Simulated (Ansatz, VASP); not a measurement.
# ZrPdSe4: VASP beside Ansatz

```
Zr Pd Se
1.0
     4.92793    0.00000    0.00000
    -2.46397    4.26772    0.00000
     0.00000    0.00000    5.74548
Zr Pd Se
1 1 4
Direct
  0.00000 0.00000 0.00000
  0.00000 0.00000 0.50000
  0.33333 0.66667 0.77480
  0.33333 0.66667 0.22520
  0.66667 0.33333 0.77480
  0.66667 0.33333 0.22520
```

Change from the starting cell: species swapped into the TiNbB4 type (P6/mmm, No. 191).

Alike in both runs: functional PBE; k mesh 12 × 12 × 8; occupations gaussian, width 0.1 eV; no spin polarisation.

Ansatz relaxed the structure, and its values are those at the end. VASP's run is a single point on that final structure, the one shown.

|  | VASP | Ansatz |
| --- | --- | --- |
| version | VASP 6.6.1 | Ansatz 0.2.0 |
| potentials or method | VASP PAW PBE potentials, release 64 (Zr_sv, Pd, Se), cutoff 520 eV | scalar-relativistic, plane waves, PAW |
| valence electrons in the cell | 46 | 94 |

VASP gave:

* gap on the k mesh at the Fermi level (eV): none
* pressure (GPa): 0.1
* rms of the force components (eV/Å): 0.003

Problem. Which values does Ansatz return?

Solution. gap on the k mesh at the Fermi level (eV): none; pressure (GPa): 0.0; rms of the force components (eV/Å): 0.001.

A gap of «none» marks a metal or a gap that the smearing closes. VASP's potentials hold 46 valence electrons a cell and Ansatz's 94, so a difference there can come from the potentials and not from the codes.
